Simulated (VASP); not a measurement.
# Cd3HgO4 (Cmmm) in VASP: single point with PBEsol

Aim: the single point of Cd3HgO4 with PBEsol.

Program: VASP 6.6.1. These are calculated values, not measurements. Logs are shortened: lines on timing, memory, paths and dates and some standing lists are left out, and cuts for length are marked.

## (1) The cell of the first run

Symmetry: Cmmm, No. 65, orthorhombic system. Conventional cell: a = 7.131 Å, b = 9.158 Å, c = 3.469 Å, α = 90.00°, β = 90.00°, γ = 90.00°. Cd (site symmetry 2/m) has 6 O at 2.30 to 2.49 Å within 3.0 Å. Within 3.1 Å of Cd (site symmetry mmm) lie 6 O at 2.32 to 2.43 Å. Within 2.8 Å of Hg (site symmetry mmm) lie 6 O at 2.15 to 2.67 Å. Within 3.1 Å of O (site symmetry 2mm) lie 4 Cd at 2.30 to 2.32 Å and 2 Hg at 2.67 Å and 1 O at 3.07 Å. Within 2.8 Å of O (site symmetry m2m) lie 1 Hg at 2.15 Å and 5 Cd at 2.43 to 2.49 Å.

## (2) Single point, PBEsol

Contents of POSCAR:

```
Cd3HgO4
1.0
    3.5655266748     -4.5792054955      0.0000000000
    3.5655266748      4.5792054955      0.0000000000
    0.0000000000      0.0000000000      3.4685645619
Cd Hg O
3 1 4
Direct
    0.0000000000      0.5000000000      0.0000000000
    0.0000000000      0.0000000000      0.5000000000
    0.5000000000      0.0000000000      0.0000000000
    0.5000000000      0.5000000000      0.5000000000
    0.7848824360      0.7848824360      0.0000000000
    0.7351211419      0.2648788581      0.5000000000
    0.2648788581      0.7351211419      0.5000000000
    0.2151175640      0.2151175640      0.0000000000
```

Contents of INCAR.step1:

```
  PREC = Accurate
  ENCUT = 520
  EDIFF = 1E-7
  ISMEAR = 0
  SIGMA = 0.1
  LREAL = F
  LASPH = T
  NELM = 100
  ALGO = Fast
  ISIF = 2
  LWAVE = F
  LCHARG = T
  GGA = PS
  NBANDS = 46
```

Contents of KPOINTS.step1:

```
Automatic mesh
0
Gamma
  8 8 12
```

Contents of INCAR.step2:

```
  PREC = Accurate
  ENCUT = 520
  EDIFF = 1E-7
  ISMEAR = -5
  SIGMA = 0.1
  LREAL = F
  LASPH = T
  NELM = 100
  ALGO = Fast
  ISIF = 2
  LWAVE = F
  LCHARG = F
  GGA = PS
  LORBIT = 10
  NEDOS = 1001
  ICHARG = 11
```

Contents of KPOINTS.step2:

```
Automatic mesh
0
Gamma
  12 12 18
```

Potentials or basis: VASP PAW PBE potentials, release 64 (Cd, Hg, O).

Command:

```bash
cat potpaw_PBE.64/Cd/POTCAR potpaw_PBE.64/Hg/POTCAR potpaw_PBE.64/O/POTCAR > POTCAR
cp INCAR.step1 INCAR
cp KPOINTS.step1 KPOINTS
mpirun -np 1 vasp_std > vasp.out
cp INCAR.step2 INCAR
cp KPOINTS.step2 KPOINTS
mpirun -np 1 vasp_std > vasp.out
```

OUTCAR:

```text
PREC = Accurate
   ENCUT = 520
   EDIFF = 1E-7
   ISMEAR = -5
   LREAL = F
   LASPH = T
   NELM = 100
   ISIF = 2
   GGA = PS
   LORBIT = 10
   ICHARG = 11

 ion  position               nearest neighbor table
   1  0.000  0.500  0.000-   5 2.30   8 2.30   7 2.49   6 2.49   6 2.49   7 2.49   2 3.38   4 3.38
                             2 3.38   4 3.38   2 3.38   2 3.38   4 3.38   4 3.38   3 3.57   3 3.57
   2  0.000  0.000  0.500-   5 2.32   8 2.32   5 2.32   8 2.32   7 2.43   6 2.43   1 3.38   3 3.38
                             1 3.38   3 3.38   1 3.38   1 3.38   3 3.38   3 3.38   4 3.57   4 3.57
   3  0.500  0.000  0.000-   5 2.30   8 2.30   7 2.49   6 2.49   6 2.49   7 2.49   2 3.38   4 3.38
                             2 3.38   4 3.38   4 3.38   4 3.38   2 3.38   2 3.38   1 3.57   1 3.57
   4  0.500  0.500  0.500-   6 2.15   7 2.15   5 2.67   8 2.67   5 2.67   8 2.67   1 3.38   3 3.38
                             1 3.38   3 3.38   3 3.38   3 3.38   1 3.38   1 3.38   2 3.57   2 3.57
   5  0.785  0.785  0.000-   1 2.30   3 2.30   2 2.32   2 2.32   4 2.67   4 2.67
   6  0.735  0.265  0.500-   4 2.15   2 2.43   3 2.49   1 2.49   1 2.49   3 2.49
   7  0.265  0.735  0.500-   4 2.15   2 2.43   3 2.49   1 2.49   1 2.49   3 2.49
   8  0.215  0.215  0.000-   1 2.30   3 2.30   2 2.32   2 2.32   4 2.67   4 2.67

  LATTYP: Found a base centered orthorhombic cell.
 ALAT       =     7.1310533496
 B/A-ratio  =     1.2842998842
 C/A-ratio  =     0.4864028345

  Lattice vectors:

 A1 = (   3.5655266748,  -4.5792054955,   0.0000000000)
 A2 = (   3.5655266748,   4.5792054955,   0.0000000000)
 A3 = (   0.0000000000,   0.0000000000,   3.4685645619)

Analysis of symmetry for initial positions (statically):
=====================================================================
 Subroutine PRICEL returns:
 Original cell was already a primitive cell.

 Routine SETGRP: Setting up the symmetry group for a
 base centered orthorhombic supercell.

 Subroutine GETGRP returns: Found  8 space group operations
 (whereof  8 operations were pure point group operations)
 out of a pool of  8 trial point group operations.

The static configuration has the point symmetry D_2h.

Analysis of symmetry for dynamics (positions and initial velocities):
=====================================================================
 Subroutine PRICEL returns:
 Original cell was already a primitive cell.

 Routine SETGRP: Setting up the symmetry group for a
 base centered orthorhombic supercell.

 Subroutine GETGRP returns: Found  8 space group operations
 (whereof  8 operations were pure point group operations)
 out of a pool of  8 trial point group operations.

The dynamic configuration has the point symmetry D_2h.

 Subroutine INISYM returns: Found  8 space group operations
 (whereof  8 operations are pure point group operations),
 and found     1 'primitive' translations

----------------------------------------------------------------------------------------

                                     Primitive cell

  volume of cell :     113.2644

  direct lattice vectors                    reciprocal lattice vectors
     3.565526675 -4.579205496  0.000000000     0.140231737 -0.109189247  0.000000000
     3.565526675  4.579205496  0.000000000     0.140231737  0.109189247  0.000000000
     0.000000000  0.000000000  3.468564562     0.000000000  0.000000000  0.288303701

  length of vectors
     5.803628472  5.803628472  3.468564562     0.177727971  0.177727971  0.288303701

  position of ions in fractional coordinates (direct lattice)
     0.000000000  0.500000000  0.000000000
     0.000000000  0.000000000  0.500000000
     0.500000000  0.000000000  0.000000000
     0.500000000  0.500000000  0.500000000
     0.784882436  0.784882436  0.000000000
     0.735121142  0.264878858  0.500000000
     0.264878858  0.735121142  0.500000000
     0.215117564  0.215117564  0.000000000

  ion indices of the primitive-cell ions
   primitive index   ion index
                 1           1
                 2           2
                 3           3
                 4           4
                 5           5
                 6           6
                 7           7
                 8           8

----------------------------------------------------------------------------------------

 KPOINTS: Automatic mesh

Automatic generation of k-mesh.
 Grid dimensions read from file:
 generate k-points for:   12   12   18

 Generating k-lattice:

  Cartesian coordinates                     Fractional coordinates (reciprocal lattice)
     0.011685978 -0.009099104  0.000000000     0.083333333  0.000000000  0.000000000
     0.011685978  0.009099104  0.000000000     0.000000000  0.083333333  0.000000000
     0.000000000  0.000000000  0.016016872     0.000000000  0.000000000  0.055555556

  Length of vectors
     0.014810664  0.014810664  0.016016872

  Shift w.r.t. Gamma in fractional coordinates (k-lattice)
     0.000000000  0.000000000  0.000000000

 TETIRR: Found   3888 inequivalent tetrahedra from    15552

 Subroutine IBZKPT returns following result:
 ===========================================

 Found    430 irreducible k-points:

 Following reciprocal coordinates:
            Coordinates               Weight
  0.000000  0.000000  0.000000      1.000000
  0.083333  0.000000  0.000000      4.000000
  0.166667 -0.000000  0.000000      4.000000
  0.250000  0.000000  0.000000      4.000000
  0.333333 -0.000000  0.000000      4.000000
  0.416667 -0.000000  0.000000      4.000000
[... 16 lines left out ...]
  0.500000  0.166667  0.000000      4.000000
 -0.416667  0.166667  0.000000      4.000000
 [... further k-points ...]
   k-points           NKPTS =    430   k-points in BZ     NKDIM =    430   number of bands    NBANDS=     43
   number of dos      NEDOS =   1001   number of ions     NIONS =      8
   total plane-waves  NPLWV =  64512
   dimension x,y,z NGX =    48 NGY =   48 NGZ =   28
   dimension x,y,z NGXF=    96 NGYF=   96 NGZF=   56
   ions per type =               3   1   4
   NGX,Y,Z   is equivalent  to a cutoff of  13.75, 13.75, 13.42 a.u.
   NGXF,Y,Z  is equivalent  to a cutoff of  27.50, 27.50, 26.84 a.u.
 SYSTEM =  unknown system
   PREC   = accura    normal or accurate (medium, high low for compatibility)
   ISTART =      0    job   : 0-new  1-cont  2-samecut
   ICHARG =     11    charge: 1-file 2-atom 10-const
   ISPIN  =      1    spin polarized calculation?
   LNONCOLLINEAR =      F non collinear calculations
   LSORBIT =      F    spin-orbit coupling
   LASPH  =      T    aspherical Exc in radial PAW
   ENCUT  =  520.0 eV  38.22 Ry    6.18 a.u.  10.79 10.79  6.45*2*pi/ulx,y,z
   NELM   =    100;   NELMIN=  2; NELMDL=  0     # of ELM steps
   EDIFF  = 0.1E-06   stopping-criterion for ELM
   LREAL  =      F    real-space projection
   EDIFFG = 0.1E-05   stopping-criterion for IOM
   NSW    =      0    number of steps for IOM
   IBRION =     -1    ionic relax: 0-MD 1-quasi-New 2-CG
   NFREE  =      0    steps in history (QN), initial steepest desc. (CG)
   ISIF   =      2    stress and relaxation
   ISYM   =      2    0-nonsym 1-usesym 2-fastsym
   POTIM  = 0.5000    time-step for ionic-motion
   TEBEG  =    0.0;   TEEND  =   0.0 temperature during run
   PSTRESS=    0.0 pullay stress
   NELECT =      72.0000    total number of electrons
   NUPDOWN=      -1.0000    fix difference up-down
   EMIN   =  10.00;   EMAX   =-10.00  energy-range for DOS
   EFERMI =   0.00;   METHOD = LEGACY
   ISMEAR =    -5;   SIGMA  =   0.10  broadening in eV -4-tet -1-fermi 0-gaus
   EFERMI_NEDOS =   21; number of points for ismear=-14 and -15
   IALGO  =     68    algorithm
   IMIX   =      4    mixing-type and parameters
     AMIX     =   0.40;   BMIX     =  1.00
     AMIX_MAG =   1.60;   BMIX_MAG =  1.00
  volume/ion in A,a.u.               =      14.16        95.54
  Fermi-wavevector in a.u.,A,eV,Ry     =   1.407628  2.660031 26.958797  1.981416
  Thomas-Fermi vector in A             =   2.529868
   LORBIT       =     10    0 simple, 1 ext, 2 COOP (PROOUT), +10 PAW based schemes
   GGA     = PS    functional components
   LHFCALC =     F    Hartree Fock is set to
   AEXX    =    0.0000 exact exchange contribution
   IVDW    =     0    specifies the selected vdW correction
   LEPSILON=     F    determine dielectric tensor
   LRPA    =     F    only Hartree local field effects (RPA)
 non-spin polarized calculation
 RMM-DIIS sequential band-by-band and
 Fermi weights with tetrahedron method with Bloechl corrections
  energy-cutoff  :      520.00
  volume of cell :      113.26
 maximum number of plane-waves:      3087
 NGX is ok and might be reduce to    48

 number of electron      72.0000013 magnetization

 Free energy of the ion-electron system (eV)
  ---------------------------------------------------
  ext. energy  EPLUGINS =         0.00000000
  ---------------------------------------------------
  free energy    TOTEN  =       -31.55223755 eV

  energy without entropy =      -31.55223755  energy(sigma->0) =      -31.55223755

 E-fermi :   1.7667     XC(G=0): -11.5349

 val. band max:        1.7753600470   @ k =   0.2500   0.1667   0.1667
 cond. band min:       1.7567934824   @ k =   0.0000   0.0000   0.0556
 fundamental gap:     -0.0185665646
 Fermi energy:         1.7667495957

 k-point     1 :       0.0000    0.0000    0.0000
  band No.  band energies     occupation
      1     -15.7564      2.00000
      2     -15.1685      2.00000
      3     -15.0274      2.00000
      4     -14.6879      2.00000
      5      -6.1206      2.00000
      6      -5.8647      2.00000
[... 1093 lines left out ...]
     42       9.5212      0.00000
     43       9.9535      0.00000

 [... further k-points ...]

------------------------ aborting loop because EDIFF is reached ----------------------------------------

  FORCE on cell =-STRESS in cart. coord.  units (eV):
  Direction    XX          YY          ZZ          XY          YZ          ZX
  --------------------------------------------------------------------------------------
  -------------------------------------------------------------------------------------
  Total       -3.4436465     -3.4860233     -3.4083495     -0.0000000      0.0000000      0.0000000
  in kB      -48.7119539    -49.3113923    -48.2126614     -0.0000000      0.0000000      0.0000000
  external PRESSURE =     -48.7453359 kB  Pullay stress =       0.0000000 kB

 VOLUME and BASIS-vectors are now :
 -----------------------------------------------------------------------------
  energy-cutoff  :      520.00
  volume of cell :      113.26
      direct lattice vectors                 reciprocal lattice vectors
     3.565526675 -4.579205496  0.000000000     0.140231737 -0.109189247  0.000000000
     3.565526675  4.579205496  0.000000000     0.140231737  0.109189247  0.000000000
     0.000000000  0.000000000  3.468564562     0.000000000  0.000000000  0.288303701

 POSITION                                       TOTAL-FORCE (eV/Angst)
 -----------------------------------------------------------------------------------
      1.78276      2.28960      0.00000         0.000000      0.000000      0.000000
      0.00000      0.00000      1.73428         0.000000      0.000000      0.000000
      1.78276     -2.28960      0.00000         0.000000      0.000000      0.000000
      3.56553      0.00000      1.73428         0.000000      0.000000      0.000000
      5.59704      0.00000      0.00000         0.011489      0.000000     -0.000000
      3.56553     -2.15334      1.73428         0.000000     -0.002946      0.000000
      3.56553      2.15334      1.73428         0.000000      0.002946     -0.000000
      1.53401      0.00000      0.00000        -0.011489      0.000000      0.000000
 -----------------------------------------------------------------------------------
    total drift:                               -0.000000     -0.000000      0.000000

  FREE ENERGIE OF THE ION-ELECTRON SYSTEM (eV)
  ---------------------------------------------------
  free  energy   TOTEN  =       -31.5522375457 eV

  energy  without entropy=      -31.5522375457  energy(sigma->0) =      -31.55223755

 total charge

# of ion       s       p       d       tot
------------------------------------------
    1        0.329   0.223   9.626  10.178
    2        0.347   0.255   9.630  10.232
    3        0.329   0.223   9.626  10.178
    4        0.637   0.319   9.441  10.397
    5        1.574   3.303   0.000   4.877
    6        1.574   3.293   0.000   4.867
    7        1.574   3.293   0.000   4.867
    8        1.574   3.303   0.000   4.877
--------------------------------------------------
tot          7.937  14.211  38.323  60.471
```

It took 68 min on 1 thread of Oxide Virtual Turin-like, shared host; peak memory 1.5 GiB.

What came out:

```yaml
Valence_electrons_inside_the_program's_atomic_spheres: Cd 10.18, 10.23 (each value once); Hg 10.40; O 4.88, 4.87 (each value once)
```

Levels at points of the mesh, in eV from the Fermi level:
| k point | band 34 | band 35 | band 36 | band 37 | band 38 | band 39 |
| --- | --- | --- | --- | --- | --- | --- |
| (0.00, 0.00, 0.00) | -0.75 | -0.39 | -0.14 | -0.03 | 2.99 | 3.81 |
| (0.50, 0.00, 0.00) | -1.08 | -0.55 | -0.53 | 1.76 | 1.85 | 4.21 |
| (0.50, 0.50, 0.00) | -1.48 | -1.10 | -0.29 | 2.93 | 3.07 | 3.90 |
| (0.00, 0.00, 0.50) | -2.23 | -1.14 | -0.30 | 3.47 | 3.93 | 5.18 |
| (0.50, 0.00, 0.50) | -1.53 | -1.07 | -0.94 | 3.13 | 4.22 | 4.31 |
| (0.50, 0.50, 0.50) | -0.45 | -0.41 | -0.17 | 2.52 | 2.90 | 3.57 |

Caveat: the PAW data sets were made with another functional, which shifts forces and pressure a little; spin-orbit coupling is left out, which moves the levels of the heavy elements.
